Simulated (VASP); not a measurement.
Wanted: the native input for a VASP 6.6.1 run.

```
Task                   : single point
Functional             : revPBE
Dispersion             : D3(BJ)
Potentials or basis    : VASP PAW PBE potentials, release 64 (Ga_d, N)
Cutoff                 : 520 eV
k mesh                 : 12 × 12 × 4
Occupations            : gaussian, width 0.01 eV
Spin                   : no spin polarisation
Dipole correction      : no
Further INCAR settings : ALGO = Normal; EDIFF = 1e-06; NBANDS = 26
```

The structure of GaN lies in POSCAR:

```
GaN
1.0
    3.1924709851      0.0000000000      0.0000000000
   -1.5962354926      2.7647609740      0.0000000000
    0.0000000000      0.0000000000      5.2031620436
Ga N
2 2
Direct
    0.3333333333      0.6666666667     -0.0007570053
    0.6666666667      0.3333333333      0.4992429947
    0.3333333333      0.6666666667      0.3757570053
    0.6666666667      0.3333333333      0.8757570053
```

The input as run:

INCAR

```
SYSTEM = GaN
PREC = Accurate
ENCUT = 520
EDIFF = 1E-6
ISMEAR = 0
SIGMA = 0.01
LREAL = .False.
LASPH = .True.
NELM = 100
ALGO = Normal
ISIF = 2
LWAVE = .False.
LCHARG = .False.
GGA = RE
IVDW = 12
NBANDS = 26
```

KPOINTS

```
Automatic mesh
0
Gamma
  12 12 4
  0 0 0
```

Potentials or basis: VASP PAW PBE potentials, release 64 (Ga_d, N).

Command:

```bash
$ cat potpaw_PBE.64/Ga_d/POTCAR potpaw_PBE.64/N/POTCAR > POTCAR
$ mpirun -np 1 vasp_std > vasp.out
```

Results of the run:

The pressure is -0.2 GPa. The band gap on the k mesh is 1.92 eV, direct and the dispersion energy per atom is -0.488 eV.

Caveat: the PAW data sets were made with another functional, which shifts forces and pressure a little.

It took 26 s on 1 thread of Intel(R) Xeon(R) 6975P-C (Granite Rapids) (shared host), peak memory 0.2 GiB.
